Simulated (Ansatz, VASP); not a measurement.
# InP3 in VASP and in Ansatz

```xyz
8
Lattice="3.7245 2.1503 3.2950 -3.7245 2.1503 3.2950 0.0000 -4.3007 3.2950" Properties=species:S:1:pos:R:3 pbc="T T T"
In    0.0000    0.0000    2.7233
In    0.0000    0.0000    7.1617
P     2.0667   -1.1932    6.0430
P     0.0000    2.3864    6.0430
P    -2.0667   -1.1932    6.0430
P    -2.0667    1.1932    3.8420
P     2.0667    1.1932    3.8420
P     0.0000   -2.3864    3.8420
```

Alike in both runs: task single point; functional PBEsol; k mesh 6 × 6 × 6; occupations gaussian, width 0.1 eV; no spin polarisation.

```csv
,VASP,Ansatz
version,VASP 6.6.1,Ansatz 0.2.0
potentials or method,"VASP PAW PBE potentials, release 64 (In_d, P), cutoff 520 eV","scalar-relativistic, plane waves, PAW"
valence electrons in the cell,56,56
```

```csv
,VASP,Ansatz,Ansatz less VASP
gap on the k mesh at the Fermi level (eV),none,none,-
pressure (GPa),-0.2,-0.2,+0.02
"traceless stress, the component that is largest in VASP (GPa)",0.11,0.08,-0.032
rms of the force components (eV/Å),0.084,0.094,+0.0102
```

VASP's potentials were made for PBE, not for PBEsol. Atom by atom the forces differ by 0.012 eV/Å (rms over components). A gap of «none» marks a metal or a gap that the smearing closes.
